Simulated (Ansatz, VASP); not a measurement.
Na4IN: VASP beside Ansatz

```xyz
6
Lattice="4.2255 0.0000 0.0000 -2.1128 3.6594 0.0000 0.0000 0.0000 9.7356" Properties=species:S:1:pos:R:3 pbc="T T T"
Na    0.0000    2.4396    9.1655
Na    0.0000    2.4396    2.7808
Na    2.1128    1.2198    6.9547
Na    2.1128    1.2198    0.5701
I     0.0000    0.0000    4.8678
N     0.0000    0.0000    0.0000
```

Change from the starting cell: species swapped into the ZrTaTe4 type (P-3m1, No. 164).

Alike in both runs: functional PBE; k mesh 4 × 4 × 1; occupations gaussian, width 0.15 eV; no spin polarisation.

Ansatz relaxed the structure, and its values are those at the end. VASP's run is a single point on that final structure, the one shown.

|  | VASP | Ansatz |
| --- | --- | --- |
| version | VASP 6.6.1 | Ansatz 0.2.0 |
| potentials or method | VASP PAW PBE potentials, release 64 (Na_pv, I, N), cutoff 600 eV | scalar-relativistic, plane waves, PAW |
| valence electrons in the cell | 40 | 58 |

Ansatz gave:

| Property | Result |
| --- | --- |
| gap on the k mesh at the Fermi level (eV) | none |
| pressure (GPa) | 0.5 |
| rms of the force components (eV/Å) | 0.018 |

Problem. What did VASP give for the same quantities?

Solution. gap on the k mesh at the Fermi level (eV): none; pressure (GPa): 0.5; rms of the force components (eV/Å): 0.019.

A gap of «none» marks a metal or a gap that the smearing closes. With one functional, cell and mesh, what is left measures potentials, basis and numerics. VASP's potentials hold 40 valence electrons a cell and Ansatz's 58, so a difference there can come from the potentials and not from the codes.

The k mesh is coarse, so the values compare programs but aren't converged. Spin-orbit coupling is off throughout.
